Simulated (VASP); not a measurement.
A run of VASP 6.6.1 is set up as follows.

The input INCAR:

```
PREC = Accurate ; ENCUT = 520
EDIFF = 1E-6 ; ISMEAR = 0
SIGMA = 0.02 ; LREAL = False
LASPH = True ; NELM = 60
ALGO = Normal ; ISIF = 2
LWAVE = False ; LCHARG = False
GGA = PE ; NBANDS = 31
```

KPOINTS

```
regular mesh
0
Gamma
  8 8 8
```

File POSCAR:

```
Al3InAs4
1.0
   -2.9186523000      2.9186523000      5.8284506000
    2.9186523000     -2.9186523000      5.8284506000
    2.9186523000      2.9186523000     -5.8284506000
Al In As
3 1 4
Direct
    0.7500000000      0.2500000000      0.5000000000
    0.5000000000      0.5000000000      0.0000000000
    0.2500000000      0.7500000000      0.5000000000
    0.0000000000      0.0000000000      0.0000000000
    0.8670580000      0.3940040000      0.0000000000
    0.6059960000      0.6059960000      0.4730540000
    0.3940040000      0.8670580000      0.0000000000
    0.1329420000      0.1329420000      0.5269460000
```

Potentials or basis: VASP PAW PBE potentials, release 64 (Al, In_d, As).

Run with:

```sh
$ cat potpaw_PBE.64/Al/POTCAR potpaw_PBE.64/In_d/POTCAR potpaw_PBE.64/As/POTCAR > POTCAR
$ mpirun -np 1 vasp_std > vasp.out
```

Q: Estimate the largest force.

A: 0.007 eV/Å.

Q: What does it give for the band gap on the k mesh?

A: 1.15 eV.

Q: Estimate the pressure.

A: 0.1 GPa.

Forces on the atoms (eV/Å):
```
Al   0.000  0.000  0.000
Al   0.000  0.000  0.000
Al   0.000  0.000  0.000
In   0.000  0.000  0.000
As  -0.004  0.004 -0.005
As   0.004  0.004  0.005
As   0.004 -0.004 -0.005
As  -0.004 -0.004  0.005
```

Caveat: spin-orbit coupling is left out, which moves the levels of the heavy elements. A k mesh can miss the band edges.
